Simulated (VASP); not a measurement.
Na2S:

```
Na S
1.0
     0.00000    3.25543    3.25543
     3.25543    0.00000    3.25543
     3.25543    3.25543    0.00000
Na S
2 1
Cartesian
  1.6277 1.6277 1.6277
  4.8831 4.8831 4.8831
  0.0000 0.0000 0.0000
```

Base run:

```yaml
Program: VASP 6.6.1
Functional: PBEsol
Potentials_or_basis: VASP PAW PBE potentials, release 64 (Na_pv, S)
Cutoff: 500 eV
k_mesh: 6 × 6 × 6
Occupations: gaussian, width 0.01 eV
Spin: no spin polarisation
```

Its results: band gap on the k mesh 2.41 eV, direct; pressure -0.1 GPa.

Problem. The run is repeated on the same cell with these changes: functional from PBEsol to PBE; k mesh from 6 × 6 × 6 to 2 × 2 × 2. What comes out?

Solution. Band gap on the k mesh 2.45 eV, direct; pressure 1.5 GPa.

Several settings changed at once, so the effect can't be laid on one alone.

Caveats: some runs use coarse meshes; the PAW data sets were made with another functional, which shifts forces and pressure a little (some runs).

